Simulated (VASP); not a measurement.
A run of VASP 6.6.1 is set up as follows.

The input INCAR:

```
ALGO = Normal
EDIFF = 1E-6
ENCUT = 520
GGA = PE
ISIF = 2
ISMEAR = 0
LASPH = T
LCHARG = F
LREAL = Auto
LWAVE = F
NBANDS = 276
NELM = 80
PREC = Accurate
SIGMA = 0.05
```

KPOINTS

```
k-points
0
Gamma
  1 1 1
```

File POSCAR:

```
GaAs
1.0
    0.0000000000      8.4805500000      8.4805500000
    8.4805500000      0.0000000000      8.4805500000
    8.4805500000      8.4805500000      0.0000000000
Ga As
27 27
Direct
    0.0000000000      0.0000000000      0.0000000000
    0.0000000000      0.0000000000      0.3333330000
    0.0000000000      0.0000000000      0.6666670000
    0.0000000000      0.3333330000      0.0000000000
    0.0000000000      0.3333330000      0.3333330000
    0.0000000000      0.3333330000      0.6666670000
    0.0000000000      0.6666670000      0.0000000000
    0.0000000000      0.6666670000      0.3333330000
    0.0000000000      0.6666670000      0.6666670000
    0.3333330000      0.0000000000      0.0000000000
    0.3333330000      0.0000000000      0.3333330000
    0.3333330000      0.0000000000      0.6666670000
    0.3333330000      0.3333330000      0.0000000000
    0.3333330000      0.3333330000      0.3333330000
    0.3333330000      0.3333330000      0.6666670000
    0.3333330000      0.6666670000      0.0000000000
    0.3333330000      0.6666670000      0.3333330000
    0.3333330000      0.6666670000      0.6666670000
    0.6666670000      0.0000000000      0.0000000000
    0.6666670000      0.0000000000      0.3333330000
    0.6666670000      0.0000000000      0.6666670000
    0.6666670000      0.3333330000      0.0000000000
    0.6666670000      0.3333330000      0.3333330000
    0.6666670000      0.3333330000      0.6666670000
    0.6666670000      0.6666670000      0.0000000000
    0.6666670000      0.6666670000      0.3333330000
    0.6666670000      0.6666670000      0.6666670000
    0.0833330000      0.0833330000      0.0833330000
    0.0833330000      0.0833330000      0.4166670000
    0.0833330000      0.0833330000      0.7500000000
    0.0833330000      0.4166670000      0.0833330000
    0.0833330000      0.4166670000      0.4166670000
    0.0833330000      0.4166670000      0.7500000000
    0.0833330000      0.7500000000      0.0833330000
    0.0833330000      0.7500000000      0.4166670000
    0.0833330000      0.7500000000      0.7500000000
    0.4166670000      0.0833330000      0.0833330000
    0.4166670000      0.0833330000      0.4166670000
    0.4166670000      0.0833330000      0.7500000000
    0.4166670000      0.4166670000      0.0833330000
    0.4166670000      0.4166670000      0.4166670000
    0.4166670000      0.4166670000      0.7500000000
    0.4166670000      0.7500000000      0.0833330000
    0.4166670000      0.7500000000      0.4166670000
    0.4166670000      0.7500000000      0.7500000000
    0.7500000000      0.0833330000      0.0833330000
    0.7500000000      0.0833330000      0.4166670000
    0.7500000000      0.0833330000      0.7500000000
    0.7500000000      0.4166670000      0.0833330000
    0.7500000000      0.4166670000      0.4166670000
    0.7500000000      0.4166670000      0.7500000000
    0.7500000000      0.7500000000      0.0833330000
    0.7500000000      0.7500000000      0.4166670000
    0.7500000000      0.7500000000      0.7500000000
```

Potentials or basis: VASP PAW PBE potentials, release 64 (Ga_d, As).

Command:

```console
$ cat potpaw_PBE.64/Ga_d/POTCAR potpaw_PBE.64/As/POTCAR > POTCAR
$ mpirun -np 1 vasp_gam > vasp.out
```

Predict the pressure.

4.7 GPa.

Caveat: the k points lie up to 0.64 Å⁻¹ apart.
